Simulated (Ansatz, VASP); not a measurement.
## One calculation of Si2Mo, two programs

```
Mo Si
1.0
    -1.60000    1.60000    3.93050
     1.60000   -1.60000    3.93050
     1.60000    1.60000   -3.93050
Mo Si
1 2
Direct
  0.00000 0.00000 0.00000
  0.66700 0.66700 0.00000
  0.33300 0.33300 0.00000
```

Alike in both runs: task relaxation of cell and atoms; functional RPBE; k mesh 12 × 12 × 12; occupations fermi-dirac, width 0.05 eV; no spin polarisation.

```csv
,VASP,Ansatz
version,VASP 6.6.1,Ansatz 0.2.0
potentials or method,"VASP PAW PBE potentials, release 64 (Mo_sv, Si)",Ansatz PAW
plane-wave cutoff (eV),600,420
valence electrons in the cell,22,22
```

Ansatz gave:

* gap on the k mesh at the Fermi level, each at its own relaxed structure (eV): none
* relaxed volume (Å³/atom): 13.75
* relaxed cell length with the largest relative difference (Å): 4.565

**Question.** Which values does VASP return?

**Answer.** gap on the k mesh at the Fermi level, each at its own relaxed structure (eV): none; relaxed volume (Å³/atom): 13.73; relaxed cell length with the largest relative difference (Å): 4.563.

VASP's potentials were made for PBE, not for RPBE. A gap of «none» marks a metal or a gap that the smearing closes.

Noted on Ansatz's run: the plane-wave basis is chosen anew once the cell has moved, so the energies of steps on either side of that aren't comparable.
